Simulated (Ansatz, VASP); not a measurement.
**RbCl: VASP beside Ansatz**

```
Rb Cl
1.0
     0.00000    3.29379    3.29379
     3.29379    0.00000    3.29379
     3.29379    3.29379    0.00000
Rb Cl
1 1
Direct
  0.00000 0.00000 0.00000
  0.50000 0.50000 0.50000
```

Alike in both runs: functional PBE; dispersion D3(BJ); k mesh 6 × 6 × 6; occupations gaussian, width 0.02 eV; no spin polarisation.

Ansatz relaxed the structure, and its values are those at the end. VASP's run is a single point on that final structure, the one shown.

|  | VASP | Ansatz |
| --- | --- | --- |
| version | VASP 6.6.1 | Ansatz 0.2.0 |
| potentials or method | VASP PAW PBE potentials, release 64 (Rb_sv, Cl), cutoff 500 eV | scalar-relativistic, plane waves, PAW |
| valence electrons in the cell | 16 | 16 |

```tsv
	VASP	Ansatz	Ansatz less VASP
gap on the k mesh at the Fermi level (eV)	4.99	4.99	+0.003
least direct gap on the mesh (eV)	4.99	4.99	+0.003
pressure (GPa)	0.0	0.0	0.00
```
